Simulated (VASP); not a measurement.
The system is AlN.

```
CELL_PARAMETERS angstrom
3.03600 0.00000 0.00000
-1.51800 2.62925 0.00000
0.00000 0.00000 4.41490
ATOMIC_POSITIONS crystal
Al 0.33333 0.66667 0.00173
Al 0.66667 0.33333 0.50173
N 0.33333 0.66667 0.38327
N 0.66667 0.33333 0.88327
```

| Item | Value |
| --- | --- |
| Program | VASP 6.6.1 |
| Task | relaxation of the atoms |
| Functional | PBE |
| Potentials or basis | VASP PAW PBE potentials, release 64 (Al, N) |
| Cutoff | 520 eV |
| k mesh | 9 × 9 × 6 |
| Occupations | gaussian, width 0.05 eV |
| Spin | no spin polarisation |

At the start: pressure 54.9 GPa; volume 8.81 Å³/atom.

Q: Where does the relaxation end?

A: Over 3 steps the energy falls by 98.9 meV/atom; space group P6_3mc (No. 186, to 0.1 Å) before and after.

Step by step:
```tsv
step	energy change (eV)	largest force (eV/Å)	pressure (GPa)
1	0.0000	3.2224	54.89
2	-0.1854	0.9040	45.84
3	-0.3955	0.0085	47.42
```

Final structure:
```
CELL_PARAMETERS angstrom
3.03600 0.00000 0.00000
-1.51800 2.62925 0.00000
0.00000 0.00000 4.41490
ATOMIC_POSITIONS crystal
Al 0.33333 0.66667 0.98521
Al 0.66667 0.33333 0.48521
N 0.33333 0.66667 0.39979
N 0.66667 0.33333 0.89979
```
